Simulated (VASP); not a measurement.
# AlRu (WC type): single point with PBE

AlRu (WC type):

```
Ru Al
1.0
     2.83163    0.00000    0.00000
    -1.41582    2.45226    0.00000
     0.00000    0.00000    3.84778
Ru Al
1 1
Direct
  0.00000 0.00000 0.00000
  0.33333 0.66667 0.50000
```

```json
{
  "Program": "VASP 6.6.1",
  "Task": "single point",
  "Functional": "PBE",
  "Potentials or basis": "VASP PAW PBE potentials, release 64 (Ru_pv, Al)",
  "Cutoff": "520 eV",
  "k mesh": "14 × 14 × 12",
  "Occupations": "fermi-dirac, width 0.1 eV",
  "Spin": "no spin polarisation",
  "Dipole correction": "no",
  "Further INCAR settings": "ALGO = Normal; EDIFF = 1e-07; NBANDS = 16"
}
```

```json
{
 "Pressure": "12.0 GPa"
}
```

Levels at points of the mesh, in eV from the Fermi level:
| k point | band 6 | band 7 | band 8 | band 9 | band 10 | band 11 |
| --- | --- | --- | --- | --- | --- | --- |
| (0.00, 0.00, 0.00) | -1.81 | -1.81 | 0.03 | 0.04 | 0.04 | 6.77 |
| (0.50, 0.00, 0.00) | -3.95 | -3.30 | -0.77 | 1.57 | 3.74 | 6.01 |
| (0.00, 0.00, 0.50) | -2.03 | -1.77 | -1.77 | -0.27 | -0.27 | 10.10 |
| (0.50, 0.00, 0.50) | -2.36 | -1.23 | -0.87 | 0.40 | 1.58 | 4.23 |

Wall time 24 s on 1 thread of Intel(R) Xeon(R) 6975P-C (Granite Rapids), on a shared host, peak memory 0.2 GiB.
